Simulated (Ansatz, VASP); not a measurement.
**Cs: VASP beside Ansatz**

Contents of INCAR:

```
PREC = Accurate ; ENCUT = 520
EDIFF = 1E-6 ; ISMEAR = 0
SIGMA = 0.15 ; LREAL = F
LASPH = T ; NELM = 100
ALGO = Fast ; ISIF = 2
LWAVE = F ; LCHARG = F
GGA = PE ; NBANDS = 10
```

The input KPOINTS:

```
regular mesh
0
Gamma
  12 12 12
```

Contents of POSCAR:

```
Cs
1.0
   -2.7693968386      2.7693968386      3.6002158902
    2.7693968386     -2.7693968386      3.6002158902
    2.7693968386      2.7693968386     -3.6002158902
Cs
1
Direct
    0.0000000000      0.0000000000      0.0000000000
```

Input for Ansatz:

```yaml
crystal:
  lattice:
    - [-2.7693968386, 2.7693968386, 3.6002158902]
    - [2.7693968386, -2.7693968386, 3.6002158902]
    - [2.7693968386, 2.7693968386, -3.6002158902]
  atoms:
    - { symbol: Cs, position: [0.0, 0.0, 0.0] }
basis:
  ecutwfc: 420
kpoints:
  mp_grid: { grid: [12, 12, 12] }
hamiltonian:
  xc: pbe
scf:
  occupations: { method: gaussian, width: 0.15 }
output:
  forces: true
  stress: true
  eigenvalues: true
```

Alike in both runs: task single point; functional PBE; k mesh 12 × 12 × 12; occupations gaussian, width 0.15 eV; no spin polarisation.

|  | VASP | Ansatz |
| --- | --- | --- |
| version | VASP 6.6.1 | Ansatz 0.2.0 |
| potentials or method | VASP PAW PBE potentials, release 64 (Cs_sv), cutoff 520 eV | scalar-relativistic, plane waves, PAW |
| valence electrons in the cell | 9 | 9 |

```tsv
	VASP	Ansatz	Ansatz less VASP
gap on the k mesh at the Fermi level (eV)	none	none	-
pressure (GPa)	0.1	0.1	+0.02
```

A gap of «none» marks a metal or a gap that the smearing closes.

Spin-orbit coupling is off throughout.
